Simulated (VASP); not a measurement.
## C: single point with PBE

C:

```
C
1.0
     0.00000    1.67322    1.88773
     1.67322    0.00000    1.88773
     1.67322    1.67322    0.00000
C
2
Direct
  0.50000 0.50000 0.50000
  0.75000 0.75000 0.75000
```

This cell differs from its parent crystal: volume 5.285 Å^3 an atom, c/a of the conventional cell 1.1282.

```json
{
  "Program": "VASP 6.6.1",
  "Task": "single point",
  "Functional": "PBE",
  "Potentials or basis": "VASP PAW PBE potentials, release 64 (C)",
  "Cutoff": "520 eV",
  "k mesh": "12 × 12 × 12",
  "Occupations": "gaussian, width 0.05 eV",
  "Spin": "no spin polarisation"
}
```

- Pressure: 38.3 GPa
- Band gap on the k mesh: 2.74 eV, indirect (least direct gap 4.69 eV)

Stress tensor (GPa, compression positive):
```
 83.41   0.00   0.00
  0.00  83.41   0.00
  0.00   0.00 -51.93
```

Levels at points of the mesh, in eV from the valence-band top:
| k point | band 1 | band 2 | band 3 | band 4 | band 5 | band 6 | band 7 | band 8 |
| --- | --- | --- | --- | --- | --- | --- | --- | --- |
| (0.00, 0.00, 0.00) | -23.18 | -2.18 | 0.00 | 0.00 | 4.69 | 4.69 | 6.22 | 13.85 |
| (0.50, 0.00, 0.00) | -16.93 | -14.87 | -4.92 | -2.43 | 5.73 | 8.58 | 10.84 | 15.72 |
| (0.50, 0.50, 0.00) | -15.27 | -15.27 | -6.10 | -6.10 | 6.21 | 6.21 | 16.58 | 16.58 |
| (0.50, 0.00, 0.50) | -13.29 | -13.29 | -7.97 | -7.97 | 3.30 | 3.30 | 16.54 | 16.54 |

Wall time 29 s on 1 thread of Intel Xeon 8259CL, with other jobs on the host, peak memory 0.12 GiB.

 A k mesh can miss the band edges.
